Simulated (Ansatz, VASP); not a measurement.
# One calculation of W, two programs

```
W
1.0
    -1.60075    1.60075    1.60075
     1.60075   -1.60075    1.60075
     1.60075    1.60075   -1.60075
W
1
Direct
  0.00000 0.00000 0.00000
```

Alike in both runs: task single point; functional PBE; dispersion D3(BJ); k mesh 8 × 8 × 8; occupations gaussian, width 0.1 eV; no spin polarisation.

|  | VASP | Ansatz |
| --- | --- | --- |
| version | VASP 6.6.1 | Ansatz 0.2.0 |
| potentials or method | VASP PAW PBE potentials, release 64 (W_sv), cutoff 520 eV | scalar-relativistic, plane waves, PAW |
| valence electrons in the cell | 14 | 14 |

Ansatz gave:

- gap on the k mesh at the Fermi level (eV): none
- pressure (GPa): -11.4

Question: Estimate VASP's values.

Answer: gap on the k mesh at the Fermi level (eV): none; pressure (GPa): -11.0.

A gap of «none» marks a metal or a gap that the smearing closes.

Neither program's run includes spin-orbit coupling.
